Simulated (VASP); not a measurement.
Set up this calculation in VASP 6.6.1, as the native input.

```
Task                    : density of states
Functional              : PBE
Potentials or basis     : VASP PAW PBE potentials, release 64 (Ga_d, O)
Cutoff                  : 520 eV
k mesh                  : 10 × 10 × 10
Occupations             : gaussian, width 0.1 eV
Spin                    : no spin polarisation
Dipole correction       : no
k mesh for the DOS      : 15 × 15 × 15
Occupations for the DOS : tetrahedron
Further INCAR settings  : ALGO = Normal; EDIFF = 1e-06
```

Ga2O:

```
Ga O
1.0
    -2.27678    4.00673    2.74071
     2.27678   -4.00673    2.74071
     2.27678    4.00673   -2.74071
Ga O
4 2
Direct
  0.16684 0.33766 0.50449
  0.66684 0.16234 0.82918
  0.83316 0.66234 0.49551
  0.33316 0.83766 0.17082
  0.75000 0.25000 0.50000
  0.25000 0.75000 0.50000
```

The input as run:

POSCAR

```
Ga2O
1.0
   -2.2767765048      4.0067283448      2.7407062228
    2.2767765048     -4.0067283448      2.7407062228
    2.2767765048      4.0067283448     -2.7407062228
Ga O
4 2
Direct
    0.1668357404      0.3376592390      0.5044949794
    0.6668357404      0.1623407610      0.8291765015
    0.8331642596      0.6623407610      0.4955050206
    0.3331642596      0.8376592390      0.1708234985
    0.7500000000      0.2500000000      0.5000000000
    0.2500000000      0.7500000000      0.5000000000
```

INCAR.step1

```
SYSTEM = Ga2O
PREC     = Accurate       ! precision mode
ENCUT    = 520            ! plane-wave cutoff, eV
EDIFF    = 1E-6           ! SCF threshold, eV
ISMEAR   = 0              ! smearing method
SIGMA    = 0.1            ! smearing width, eV
LREAL    = .FALSE.        ! projectors in reciprocal space
LASPH    = .TRUE.         ! aspherical terms in the spheres
NELM     = 100            ! most SCF steps
ALGO     = Normal         ! electronic algorithm
ISIF     = 2              ! what is computed and relaxed
LWAVE    = .FALSE.        ! write WAVECAR
LCHARG   = .TRUE.         ! write CHGCAR
GGA      = PE             ! functional
NBANDS   = 41             ! bands
```

KPOINTS.step1

```
Automatic mesh
0
G
  10 10 10
  0 0 0
```

INCAR.step2

```
SYSTEM = Ga2O
PREC     = Accurate       ! precision mode
ENCUT    = 520            ! plane-wave cutoff, eV
EDIFF    = 1E-6           ! SCF threshold, eV
ISMEAR   = -5             ! smearing method
SIGMA    = 0.1            ! smearing width, eV
LREAL    = .FALSE.        ! projectors in reciprocal space
LASPH    = .TRUE.         ! aspherical terms in the spheres
NELM     = 100            ! most SCF steps
ALGO     = Normal         ! electronic algorithm
ISIF     = 2              ! what is computed and relaxed
LWAVE    = .FALSE.        ! write WAVECAR
LCHARG   = .FALSE.        ! write CHGCAR
GGA      = PE             ! functional
LORBIT   = 11             ! projections on sites
NEDOS    = 1001           ! points of the DOS
ICHARG   = 11             ! starting density
```

KPOINTS.step2

```
Automatic mesh
0
G
  15 15 15
  0 0 0
```

Potentials or basis: VASP PAW PBE potentials, release 64 (Ga_d, O).

The run is started by

```console
$ cat potpaw_PBE.64/Ga_d/POTCAR potpaw_PBE.64/O/POTCAR > POTCAR
$ cp INCAR.step1 INCAR
$ cp KPOINTS.step1 KPOINTS
$ mpirun -np 1 vasp_std > vasp.out
$ cp INCAR.step2 INCAR
$ cp KPOINTS.step2 KPOINTS
$ mpirun -np 1 vasp_std > vasp.out
```

It gave:

| Property | Result |
| --- | --- |
| Valence electrons inside the program's atomic spheres | Ga 11.55; O 5.00 |

Run time: 22 min on 1 thread of Intel(R) Xeon(R) Platinum 8488C (Sapphire Rapids) (shared host), peak memory 1.3 GiB.
